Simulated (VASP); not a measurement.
Input of a VASP 6.6.1 run:

Contents of INCAR:

```
SYSTEM = H7C16F
PREC     = Accurate       ! precision mode
ENCUT    = 520            ! plane-wave cutoff, eV
EDIFF    = 1E-6           ! SCF threshold, eV
ISMEAR   = 0              ! smearing method
SIGMA    = 0.05           ! smearing width, eV
LREAL    = Auto         
LASPH    = .True.         ! aspherical terms in the spheres
NELM     = 100            ! most SCF steps
ALGO     = Normal         ! electronic algorithm
ISIF     = 2              ! what is computed and relaxed
LWAVE    = .False.        ! write WAVECAR
LCHARG   = .True.         ! write CHGCAR
GGA      = PE             ! functional
LELF     = .True.         ! ELF
LVHAR    = .True.       
NBANDS   = 57             ! bands
```

Contents of KPOINTS:

```
regular mesh
0
Gamma
  3 3 1
  0 0 0
```

File POSCAR:

```
H7C16F
1.0
    5.0487420000      0.0000000000      0.0000000000
    2.5243710000      4.3723390000      0.0000000000
    0.0000000000      0.0000000000     16.7764260000
H C F
7 16 1
Direct
    0.1666667000      0.1666667000      0.0596075000
    0.6666667000      0.1666667000      0.0596075000
    0.1666667000      0.6666667000      0.0596075000
    0.6666667000      0.6666667000      0.0596075000
    0.0019337933      0.4910631474      0.3453439165
    0.5096173019      0.4841391914      0.3454805992
    0.9462249871      0.0051725968      0.3611613548
    0.1666667000      0.1666667000      0.1251757000
    0.6666667000      0.1666667000      0.1251757000
    0.1666667000      0.6666667000      0.1251757000
    0.6666667000      0.6666667000      0.1251757000
   -0.1666667000      0.3333333000      0.1558905000
    0.3333333000      0.3333333000      0.1558905000
   -0.1666667000      0.8333333000      0.1558905000
    0.3333333000      0.8333333000      0.1558905000
   -0.1634879372      0.3262191005      0.2490386461
    0.3358792496      0.3279969857      0.2497995041
   -0.1628455631      0.8284138653      0.2521183040
    0.3335625130      0.8288172885      0.2530902204
    0.0014234673     -0.0041303663      0.2771758839
    0.5043716703     -0.0084553984      0.2648482855
    0.0019807727      0.4912982025      0.2797628545
    0.5059883609      0.4914716845      0.2799177242
    0.8357850138      0.0368707168      0.4195457403
```

Potentials or basis: VASP PAW PBE potentials, release 64 (H, C, F).

Command:

```console
$ cat potpaw_PBE.64/H/POTCAR potpaw_PBE.64/C/POTCAR potpaw_PBE.64/F/POTCAR > POTCAR
$ mpirun -np 1 vasp_std > vasp.out
```

Question: What does it give for the band gap on the k mesh?

Answer: 0.32 eV, indirect (least direct gap 0.59 eV).

Question: Estimate the largest force.

Answer: 1.555 eV/Å.

Forces in eV/Å, atoms in the order of the input:
```
H    0.017 -0.036 -0.131
H   -0.017 -0.035 -0.126
H    0.002  0.047 -0.092
H    0.001  0.039 -0.133
H    0.000 -0.002  0.028
H    0.001 -0.003  0.010
H    0.074 -0.021 -0.151
C   -0.067  0.019  1.248
C    0.066  0.029  1.237
C    0.013 -0.040  1.554
C   -0.016 -0.100  1.165
C   -0.010  0.039 -0.653
C   -0.006  0.041 -1.288
C   -0.221 -0.019 -1.484
C    0.239 -0.003 -1.426
C    0.003  0.007 -0.006
C    0.003  0.021  0.010
C   -0.002 -0.021 -0.015
C   -0.012 -0.019 -0.012
C   -0.001  0.025  0.070
C    0.006  0.003  0.019
C    0.000  0.006  0.014
C   -0.002  0.008  0.033
F   -0.071  0.015  0.128
```

Caveat: the k points lie up to 0.48 Å⁻¹ apart.
